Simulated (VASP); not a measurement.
A run of VASP 6.6.1:

The input INCAR:

```
SYSTEM = Sn
ALGO     = Normal         ! electronic algorithm
EDIFF    = 1E-7           ! SCF threshold, eV
ENCUT    = 520            ! plane-wave cutoff, eV
GGA      = PS             ! functional
ISIF     = 2              ! what is computed and relaxed
ISMEAR   = -1             ! smearing method
LASPH    = .TRUE.         ! aspherical terms in the spheres
LCHARG   = .FALSE.        ! write CHGCAR
LREAL    = .FALSE.        ! projectors in reciprocal space
LWAVE    = .FALSE.        ! write WAVECAR
NBANDS   = 13             ! bands
NELM     = 100            ! most SCF steps
PREC     = Accurate       ! precision mode
SIGMA    = 0.1            ! smearing width, eV
```

The input KPOINTS:

```
k-points
0
G
  13 13 13
  0 0 0
```

File POSCAR:

```
Sn
1.0
   -1.7085753027      1.7143069954      2.2645673360
    1.7085753027     -1.7143069954      2.2645673360
    1.7085753027      1.7143069954     -2.2645673360
Sn
1
Direct
    0.0000000000      0.0000000000      0.0000000000
```

Potentials or basis: VASP PAW PBE potentials, release 64 (Sn_d).

Launch:

```sh
$ cat potpaw_PBE.64/Sn_d/POTCAR > POTCAR
$ mpirun -np 1 vasp_std > vasp.out
```

Hardware: 1 thread of Intel Xeon 8259CL (shared host).

**Question.** How long does it take, and how much memory?

**Answer.** Wall time 2.5 min on 1 thread of Intel Xeon 8259CL (shared host), peak memory 0.24 GiB. Counts: scf iterations 11, k points 343.
